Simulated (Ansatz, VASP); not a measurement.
**CdF2: VASP beside Ansatz**

```xyz
3
Lattice="0.0000 2.7275 2.5175 2.7275 0.0000 2.5175 2.7275 2.7275 0.0000" Properties=species:S:1:pos:R:3 pbc="T T T"
Cd    0.0000    0.0000    0.0000
F     1.3638    1.3638    1.2588
F     4.0913    4.0913    3.7763
```

Alike in both runs: task single point; functional PBEsol; k mesh 8 × 8 × 8; occupations gaussian, width 0.05 eV; no spin polarisation.

```csv
,VASP,Ansatz
version,VASP 6.6.1,Ansatz 0.2.0
potentials or method,"VASP PAW PBE potentials, release 64 (Cd, F), cutoff 520 eV","scalar-relativistic, plane waves, PAW"
valence electrons in the cell,26,34
```

|  | VASP | Ansatz | Ansatz less VASP |
| --- | --- | --- | --- |
| gap on the k mesh at the Fermi level (eV) | 2.85 | 2.88 | +0.036 |
| least direct gap on the mesh (eV) | 3.35 | 3.38 | +0.034 |
| pressure (GPa) | 5.8 | 4.8 | -1.01 |
| traceless stress, the component that is largest in VASP (GPa) | 6.27 | 6.38 | +0.110 |

VASP's potentials were made for PBE, not for PBEsol. With one functional, cell and mesh, what is left measures potentials, basis and numerics. VASP's potentials hold 26 valence electrons a cell and Ansatz's 34, so a difference there can come from the potentials and not from the codes.
